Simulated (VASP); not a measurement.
# SrO (F-43m) in VASP: further runs

Runs on SrO. Level: PBE. Tasks: vibrations by perturbation theory, elastic constants.

All numbers are computed with VASP 6.6.1; they aren't measurements. Logs are shortened: lines on timing, memory, paths and dates and some standing lists are left out, and cuts for length are marked.

**1. The cell of the first run**

It takes space group F-43m (No. 216, cubic). The conventional cell has a = 5.613 Å, b = 5.613 Å, c = 5.613 Å, α = 90.00°, β = 90.00°, γ = 90.00°. Within 3.2 Å of Sr (site symmetry -43m) lie 4 O at 2.43 Å. Within 3.2 Å of O (site symmetry -43m) lie 4 Sr at 2.43 Å.

**2. Vibrations by perturbation theory, PBE**

File INCAR:

```
PREC     = Accurate       # precision mode
ENCUT    = 520            # plane-wave cutoff, eV
EDIFF    = 1E-8           # SCF threshold, eV
ISMEAR   = 0              # smearing method
SIGMA    = 0.01           # smearing width, eV
LREAL    = F              # projectors in reciprocal space
LASPH    = T              # aspherical terms in the spheres
NELM     = 100            # most SCF steps
ALGO     = Normal         # electronic algorithm
ISIF     = 2              # what is computed and relaxed
LWAVE    = F              # write WAVECAR
LCHARG   = T              # write CHGCAR
GGA      = PE             # functional
IBRION   = 8              # ionic algorithm
NSW      = 1              # ionic steps
LEPSILON = T              # dielectric tensor by DFPT
```

File KPOINTS:

```
regular mesh
0
Gamma
  8 8 8
```

File POSCAR:

```
SrO
1.0
    0.0000000000      2.8065526086      2.8065526086
    2.8065526086      0.0000000000      2.8065526086
    2.8065526086      2.8065526086      0.0000000000
Sr O
1 1
Direct
    0.5000000000      0.5000000000      0.5000000000
    0.2500000000      0.2500000000      0.2500000000
```

Potentials or basis: VASP PAW PBE potentials, release 64 (Sr_sv, O).

Command:

```console
$ cat potpaw_PBE.64/Sr_sv/POTCAR potpaw_PBE.64/O/POTCAR > POTCAR
$ mpirun -np 1 vasp_std > vasp.out
```

OUTCAR:

```text
PREC = Accurate
   ENCUT = 520
   EDIFF = 1E-8
   ISMEAR = 0
   LREAL = F
   LASPH = T
   NELM = 100
   ISIF = 2
   GGA = PE
   IBRION = 8
   NSW = 1
   LEPSILON = T

 ion  position               nearest neighbor table
   1  0.500  0.500  0.500-   2 2.43   2 2.43   2 2.43   2 2.43
   2  0.250  0.250  0.250-   1 2.43   1 2.43   1 2.43   1 2.43

  LATTYP: Found a face centered cubic cell.
 ALAT       =     5.6131052172

  Lattice vectors:

 A1 = (   0.0000000000,   2.8065526086,   2.8065526086)
 A2 = (   2.8065526086,   0.0000000000,   2.8065526086)
 A3 = (   2.8065526086,   2.8065526086,   0.0000000000)

Analysis of symmetry for initial positions (statically):
=====================================================================
 Subroutine PRICEL returns:
 Original cell was already a primitive cell.

 Routine SETGRP: Setting up the symmetry group for a
 face centered cubic supercell.

 Subroutine GETGRP returns: Found 24 space group operations
 (whereof 24 operations were pure point group operations)
 out of a pool of 48 trial point group operations.

The static configuration has the point symmetry T_d .

Analysis of symmetry for dynamics (positions and initial velocities):
=====================================================================
 Subroutine PRICEL returns:
 Original cell was already a primitive cell.

 Routine SETGRP: Setting up the symmetry group for a
 face centered cubic supercell.

 Subroutine GETGRP returns: Found 24 space group operations
 (whereof 24 operations were pure point group operations)
 out of a pool of 48 trial point group operations.

The dynamic configuration has the point symmetry T_d .

 Subroutine INISYM returns: Found 24 space group operations
 (whereof 24 operations are pure point group operations),
 and found     1 'primitive' translations

----------------------------------------------------------------------------------------
[... 591 lines left out ...]
     0.00000 -0.00071  4.73427
     0.00000  4.73427 -0.00071

 MACROSCOPIC STATIC DIELECTRIC TENSOR (including local field effects in DFT)
 ------------------------------------------------------
           3.357234    -0.000000     0.000000
          -0.000000     3.357234    -0.000000
          -0.000000     0.000000     3.357234
 ------------------------------------------------------

 PIEZOELECTRIC TENSOR (including local field effects)  for field in x, y, z        (e  Angst)
          XX          YY          ZZ          XY          YZ          ZX
  --------------------------------------------------------------------------------
  x     0.00000    -0.00000    -0.00000    -0.00000     1.12179     0.00000
  y    -0.00000    -0.00000    -0.00000     0.00000     0.00000     1.12179
  z    -0.00000    -0.00000     0.00000     1.12179     0.00000    -0.00000

 PIEZOELECTRIC TENSOR (including local field effects)  for field in x, y, z        (C/m^2)
          XX          YY          ZZ          XY          YZ          ZX
  --------------------------------------------------------------------------------
  x     0.00000    -0.00000    -0.00000    -0.00000     0.40651     0.00000
  y    -0.00000    -0.00000    -0.00000     0.00000     0.00000     0.40651
  z    -0.00000    -0.00000     0.00000     0.40651     0.00000    -0.00000

 BORN EFFECTIVE CHARGES (including local field effects) (in |e|, cummulative output)
 ---------------------------------------------------------------------------------
 ion    1
    1     2.11966     0.00000     0.00000
    2    -0.00000     2.11966    -0.00000
    3    -0.00000    -0.00000     2.11966
 ion    2
    1    -2.11966     0.00000     0.00000
    2     0.00000    -2.11966     0.00000
    3     0.00000     0.00000    -2.11966

 INTERNAL STRAIN TENSOR FOR ION    2 for displacements in x,y,z  (eV/Angst):
          X           Y           Z          XY          YZ          ZX
  --------------------------------------------------------------------------------
  x    -0.00000     0.00000     0.00000     0.00000     4.73427     0.00000
  y     0.00000    -0.00000     0.00000     0.00000     0.00000     4.73427
  z     0.00000     0.00000    -0.00000     4.73427     0.00000     0.00000

 SECOND DERIVATIVES (NOT SYMMETRIZED)
 ------------------------------------
               1X          1Y          1Z          2X          2Y          2Z
  1X    -4.975014   -0.000000   -0.000000    4.975014    0.000000    0.000000
  1Y    -0.000000   -4.975014   -0.000000    0.000000    4.975014    0.000000
  1Z    -0.000000   -0.000000   -4.975014    0.000000    0.000000    4.975014
  2X     4.982609    0.000000    0.000000   -4.982609    0.000000    0.000000
  2Y     0.000000    4.982609    0.000000    0.000000   -4.982609    0.000000
  2Z     0.000000    0.000000    4.982609    0.000000    0.000000   -4.982609

 Eigenvectors and eigenvalues of the dynamical matrix
 ----------------------------------------------------

   1 f  =    9.486111 THz    59.602995 2PiTHz  316.422611 cm-1    39.231386 meV
             X         Y         Z           dx          dy          dz
      2.806553  2.806553  2.806553    -0.000000   -0.392698    0.000000
      1.403276  1.403276  1.403276    -0.000000    0.919668    0.000000
[... 21 lines left out ...]
   6 f/i=    0.002613 THz     0.016417 2PiTHz    0.087157 cm-1     0.010806 meV
             X         Y         Z           dx          dy          dz
      2.806553  2.806553  2.806553     0.000000    0.000000    0.919668
      1.403276  1.403276  1.403276     0.000000    0.000000    0.392698

--------------------------------------------------------------------------------------------------------

 MACROSCOPIC STATIC DIELECTRIC TENSOR IONIC CONTRIBUTION
 ------------------------------------------------------
           3.693364     0.000000     0.000000
           0.000000     3.693364     0.000000
           0.000000     0.000000     3.693364
 ------------------------------------------------------

 ELASTIC MODULI CONTR FROM IONIC RELAXATION (kBar)
 Direction    XX          YY          ZZ          XY          YZ          ZX
 --------------------------------------------------------------------------------
 XX          -0.0000     -0.0000      0.0000      0.0000      0.0000      0.0000
 YY          -0.0000     -0.0000     -0.0000      0.0000     -0.0000      0.0000
 ZZ           0.0000     -0.0000     -0.0000      0.0000     -0.0000      0.0000
 XY           0.0000      0.0000      0.0000   -161.4143     -0.0000     -0.0000
 YZ           0.0000     -0.0000     -0.0000     -0.0000   -161.4143     -0.0000
 ZX           0.0000      0.0000      0.0000     -0.0000     -0.0000   -161.4143
 --------------------------------------------------------------------------------

 PIEZOELECTRIC TENSOR IONIC CONTR  for field in x, y, z        (C/m^2)
          XX          YY          ZZ          XY          YZ          ZX
  --------------------------------------------------------------------------------
  x     0.00000    -0.00000    -0.00000    -0.00000    -0.72653    -0.00000
  y     0.00000     0.00000     0.00000    -0.00000    -0.00000    -0.72653
  z     0.00000     0.00000     0.00000    -0.72653    -0.00000    -0.00000
```

stdout:

```text
POSCAR found type information on POSCAR SrO
 POSCAR found :  2 types and       2 ions
 scaLAPACK will be used
 LDA part: xc-table for (Slater+PW92), standard interpolation
 POSCAR, INCAR and KPOINTS ok, starting setup
 FFT: planning ... GRIDC
 FFT: planning ... GRID_SOFT
 FFT: planning ... GRID
 WAVECAR not read
 entering main loop
[... 23 lines left out ...]
  Direction:   3
 dielectric tensor                  component  3 :     0.020     0.018     3.357
 Linear response DOF=           2
 Linear response progress:
 first order change of Fermi-energy   0.69651E-04
 force on displaced ion       1 direction 1 :  -4.975  -0.000  -0.000
 Born effective charge ion    1 direction 1 :   2.119   0.000   0.000
 Linear response progress:
 first order change of Fermi-energy   0.55582E-04
 force on displaced ion       2 direction 1 :  -4.983   0.000   0.000
 Born effective charge ion    2 direction 1 :  -2.120   0.000   0.000
 Born effective charges drift removed
 Linear response finished
```

Run time: 5.1 min. Hardware: 1 thread of Intel Xeon Platinum 8559C (Emerald Rapids), shared host; peak memory 0.29 GiB.

Results:

| Item | Value |
| --- | --- |
| Electronic dielectric tensor (diagonal) | 3.36 |
| Born charges (mean of the diagonal) | Sr +2.12; O -2.12 e |
| Highest phonon frequency at Γ, LO-TO splitting left out | 316 cm⁻¹ |

Phonon frequencies in cm⁻¹ (negative: imaginary):
```csv
q point,frequencies
"(0.000, 0.000, 0.000)",0 0 0 316 316 316
```

Electronic dielectric tensor:
```
3.36 0.00 0.00
0.00 3.36 0.00
0.00 0.00 3.36
```

Born effective charge tensors (e):
atom 1, Sr
```
2.12 0.00 0.00
0.00 2.12 0.00
0.00 0.00 2.12
```
atom 2, O
```
-2.12  0.00  0.00
 0.00 -2.12  0.00
 0.00  0.00 -2.12
```

**3. Elastic constants, PBE**

File INCAR:

```
SYSTEM = SrO
  PREC = Accurate
  ENCUT = 600
  EDIFF = 1E-8
  ISMEAR = 0
  SIGMA = 0.01
  LREAL = .FALSE.
  LASPH = .TRUE.
  NELM = 100
  ALGO = Normal
  ISIF = 3
  LWAVE = .FALSE.
  LCHARG = .TRUE.
  GGA = PE
  IBRION = 6
  NFREE = 2
  POTIM = 0.015
  NSW = 1
```

File KPOINTS:

```
Automatic mesh
0
G
  8 8 8
  0 0 0
```

POSCAR is that of step 2.

Potentials or basis: VASP PAW PBE potentials, release 64 (Sr_sv, O).

Command:

```console
$ cat potpaw_PBE.64/Sr_sv/POTCAR potpaw_PBE.64/O/POTCAR > POTCAR
$ mpirun -np 1 vasp_std > vasp.out
```

OUTCAR:

```text
SYSTEM = SrO
   PREC = Accurate
   ENCUT = 600
   EDIFF = 1E-8
   ISMEAR = 0
   LREAL = .FALSE.
   LASPH = .TRUE.
   NELM = 100
   ISIF = 3
   GGA = PE
   IBRION = 6
   NFREE = 2
   POTIM = 0.015
   NSW = 1

 ion  position               nearest neighbor table
   1  0.500  0.500  0.500-   2 2.43   2 2.43   2 2.43   2 2.43
   2  0.250  0.250  0.250-   1 2.43   1 2.43   1 2.43   1 2.43

  LATTYP: Found a face centered cubic cell.
 ALAT       =     5.6131052172

  Lattice vectors:

 A1 = (   0.0000000000,   2.8065526086,   2.8065526086)
 A2 = (   2.8065526086,   0.0000000000,   2.8065526086)
 A3 = (   2.8065526086,   2.8065526086,   0.0000000000)

Analysis of symmetry for initial positions (statically):
=====================================================================
 Subroutine PRICEL returns:
 Original cell was already a primitive cell.

 Routine SETGRP: Setting up the symmetry group for a
 face centered cubic supercell.

 Subroutine GETGRP returns: Found 24 space group operations
 (whereof 24 operations were pure point group operations)
 out of a pool of 48 trial point group operations.

The static configuration has the point symmetry T_d .

Analysis of symmetry for dynamics (positions and initial velocities):
[... 726 lines left out ...]
  -------------------------------------------------------------------------------------
  Total        0.1022399      0.1041564      0.1041564      0.0000000     -0.0710041      0.0000000
  in kB        3.7049415      3.7743917      3.7743917      0.0000000     -2.5730281      0.0000000
  external PRESSURE =       3.7512416 kB  Pullay stress =       0.0000000 kB
[... 17 lines left out ...]
  FREE ENERGIE OF THE ION-ELECTRON SYSTEM (eV)
  ---------------------------------------------------
  free  energy   TOTEN  =       -11.7669666444 eV

  energy  without entropy=      -11.7669666444  energy(sigma->0) =      -11.76696664

 INTERNAL STRAIN TENSORS FROM STRAINED CELLS
 ============================================

 INTERNAL STRAIN TENSOR FOR ION    1 for displacements in x,y,z  (eV/Angst):
          X           Y           Z          XY          YZ          ZX
  --------------------------------------------------------------------------------
  x    -0.00000     0.00000     0.00000    -0.00000    -4.74101     0.00000
  y    -0.00000    -0.00000     0.00000     0.00000    -0.00000    -4.74127
  z    -0.00000     0.00000     0.00000    -4.74088    -0.00000     0.00000

 INTERNAL STRAIN TENSORS FROM DISPLACED ATOMS
 ============================================

 INTERNAL STRAIN TENSOR FOR ION    1 for displacements in x,y,z  (eV/Angst):
          X           Y           Z          XY          YZ          ZX
  --------------------------------------------------------------------------------
  x     0.00000     0.00000     0.00000     0.00000    -4.74112     0.00000
  y    -0.00000     0.00000    -0.00000     0.00000     0.00000    -4.74112
  z     0.00000     0.00000     0.00000    -4.74112     0.00000     0.00000

 INTERNAL STRAIN TENSOR FOR ION    2 for displacements in x,y,z  (eV/Angst):
          X           Y           Z          XY          YZ          ZX
  --------------------------------------------------------------------------------
  x     0.00000    -0.00000    -0.00000     0.00000     4.73633     0.00000
  y    -0.00000     0.00000    -0.00000     0.00000     0.00000     4.73633
  z    -0.00000    -0.00000     0.00000     4.73633     0.00000     0.00000

 Eigenvectors and eigenvalues of the dynamical matrix
 ----------------------------------------------------

   1 f  =    9.487733 THz    59.613182 2PiTHz  316.476695 cm-1    39.238092 meV
             X         Y         Z           dx          dy          dz
      2.806553  2.806553  2.806553     0.000000   -0.111851   -0.376279
      1.403276  1.403276  1.403276     0.000000    0.262062    0.881605
[... 21 lines left out ...]
   6 f/i=    0.004121 THz     0.025891 2PiTHz    0.137449 cm-1     0.017042 meV
             X         Y         Z           dx          dy          dz
      2.806553  2.806553  2.806553     0.918574   -0.045553   -0.007020
      1.403276  1.403276  1.403276     0.392058   -0.019443   -0.002996

--------------------------------------------------------------------------------------------------------

 ELASTIC MODULI CONTR FROM IONIC RELAXATION (kBar)
 Direction    XX          YY          ZZ          XY          YZ          ZX
 --------------------------------------------------------------------------------
 XX          -0.0000     -0.0000     -0.0000      0.0000      0.0000     -0.0000
 YY          -0.0000     -0.0000     -0.0000      0.0000      0.0000      0.0000
 ZZ          -0.0000     -0.0000     -0.0000     -0.0000      0.0000     -0.0000
 XY           0.0000      0.0000     -0.0000   -163.4337     -0.0000     -0.0000
 YZ           0.0000      0.0000      0.0000      0.0000   -163.4337     -0.0000
 ZX          -0.0000      0.0000     -0.0000     -0.0000     -0.0000   -163.4337
 --------------------------------------------------------------------------------

 TOTAL ELASTIC MODULI (kBar)
 Direction    XX          YY          ZZ          XY          YZ          ZX
 --------------------------------------------------------------------------------
 XX         694.9524    576.7153    576.7153      0.0000      0.0000      0.0000
 YY         576.7153    694.9524    576.7153      0.0000      0.0000      0.0000
 ZZ         576.7153    576.7153    694.9524      0.0000      0.0000     -0.0000
 XY           0.0000      0.0000      0.0000    265.3958     -0.0000     -0.0000
 YZ           0.0000      0.0000      0.0000      0.0000    265.3958     -0.0000
 ZX           0.0000      0.0000     -0.0000     -0.0000     -0.0000    265.3958
 --------------------------------------------------------------------------------
```

stdout:

```text
POSCAR found type information on POSCAR SrO
 POSCAR found :  2 types and       2 ions
 scaLAPACK will be used
 LDA part: xc-table for (Slater+PW92), standard interpolation
 POSCAR, INCAR and KPOINTS ok, starting setup
 FFT: planning ... GRIDC
 FFT: planning ... GRID_SOFT
 FFT: planning ... GRID
 WAVECAR not read
 entering main loop
 Found     2 degrees of freedom:
 Adding 6 more for cell shape distortion
 Finite differences POTIM= 0.01500 DOF=   8
 bond charge predicted
 Finite differences progress:
 bond charge predicted
 Finite differences progress:
 bond charge predicted
 Finite differences progress:
 bond charge predicted
 Finite differences progress:
 bond charge predicted
 Finite differences progress:
 bond charge predicted
 Finite differences progress:
 bond charge predicted
 Finite differences progress:
 bond charge predicted
 Finite differences progress:
 bond charge predicted
 Finite differences progress:
 bond charge predicted
 Finite differences progress:
 bond charge predicted
 Finite differences progress:
 bond charge predicted
 Finite differences progress:
 bond charge predicted
 Finite differences progress:
 bond charge predicted
 Finite differences progress:
 bond charge predicted
 Finite differences progress:
 bond charge predicted
 Finite differences progress:
```

Wall time 4.3 min (1 thread of Intel Xeon Platinum 8559C (Emerald Rapids), shared host); peak memory 0.31 GiB.

Results:

* Elastic constants C11, C12, C44: 69, 58, 27 GPa
* Voigt bulk modulus: 62 GPa
* Highest phonon frequency at Γ, LO-TO splitting left out: 316 cm⁻¹

Phonon frequencies in cm⁻¹ (negative: imaginary):
```tsv
q point	frequencies
(0.000, 0.000, 0.000)	0 0 0 316 316 316
```

Elastic tensor in Voigt notation (GPa, in the Cartesian axes of the cell as first typed):
```
69 58 58  0  0  0
58 69 58  0  0  0
58 58 69  0  0  0
 0  0  0 27  0  0
 0  0  0  0 27  0
 0  0  0  0  0 27
```

Clamped-ion elastic tensor (GPa):
```
69 58 58  0  0  0
58 69 58  0  0  0
58 58 69  0  0  0
 0  0  0 43  0  0
 0  0  0  0 43  0
 0  0  0  0  0 43
```
